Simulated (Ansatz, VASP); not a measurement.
## One calculation of Sn, two programs

```
CELL_PARAMETERS angstrom
4.86630 0.00000 0.00000
-2.43315 4.21434 0.00000
0.00000 0.00000 6.84660
ATOMIC_POSITIONS crystal
Sn 0.00000 0.00000 0.25000
Sn 0.00000 0.00000 0.75000
Sn 0.33333 0.66667 0.75000
Sn 0.66667 0.33333 0.25000
```

Alike in both runs: task relaxation of cell and atoms; functional r2SCAN; k mesh 6 × 6 × 4; occupations gaussian, width 0.1 eV; no spin polarisation.

|  | VASP | Ansatz |
| --- | --- | --- |
| version | VASP 6.6.1 | Ansatz 0.2.0 |
| potentials or method | VASP PAW PBE potentials, release 64 (Sn_d), cutoff 550 eV | scalar-relativistic, plane waves, PAW |
| valence electrons in the cell | 56 | 56 |

```tsv
	VASP	Ansatz	Ansatz less VASP
gap on the k mesh at the Fermi level, each at its own relaxed structure (eV)	none	none	-
relaxed volume (Å³/atom)	33.25	33.19	-0.060
relaxed length of the cell vector where the two differ most in proportion (Å)	6.033	6.026	-0.0065
```

VASP's potentials were made for PBE, not for r2SCAN. A gap of «none» marks a metal or a gap that the smearing closes.
